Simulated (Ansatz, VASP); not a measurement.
## Two plane-wave programs on LiNbO3

```
CELL_PARAMETERS angstrom
2.64490 1.52703 4.61617
-2.64490 1.52703 4.61617
0.00000 -3.05407 4.61617
ATOMIC_POSITIONS crystal
Li 0.25000 0.25000 0.25000
Li 0.75000 0.75000 0.75000
Nb 0.00000 0.00000 0.00000
Nb 0.50000 0.50000 0.50000
O 0.14355 0.35645 0.75000
O 0.75000 0.14355 0.35645
O 0.35645 0.75000 0.14355
O 0.85645 0.64355 0.25000
O 0.25000 0.85645 0.64355
O 0.64355 0.25000 0.85645
```

Alike in both runs: task single point; functional r2SCAN; k mesh 6 × 6 × 6; occupations gaussian, width 0.1 eV; no spin polarisation.

|  | VASP | Ansatz |
| --- | --- | --- |
| version | VASP 6.6.1 | Ansatz 0.2.0 |
| potentials or method | VASP PAW PBE potentials, release 64 (Li_sv, Nb_sv, O), cutoff 520 eV | scalar-relativistic, plane waves, PAW |
| valence electrons in the cell | 68 | 68 |

Ansatz gave:

- gap on the k mesh at the Fermi level (eV): 2.80
- least direct gap on the mesh (eV): 2.93
- rms of the force components (eV/Å): 0.073

**Question.** What did VASP give for the same quantities?

**Answer.** gap on the k mesh at the Fermi level (eV): 2.79; least direct gap on the mesh (eV): 2.92; rms of the force components (eV/Å): 0.081.

VASP's potentials were made for PBE, not for r2SCAN. Atom by atom the forces differ by 0.008 eV/Å (rms over components).

Noted on VASP's run: the cutoff is short for stress, so the pressure is rough.
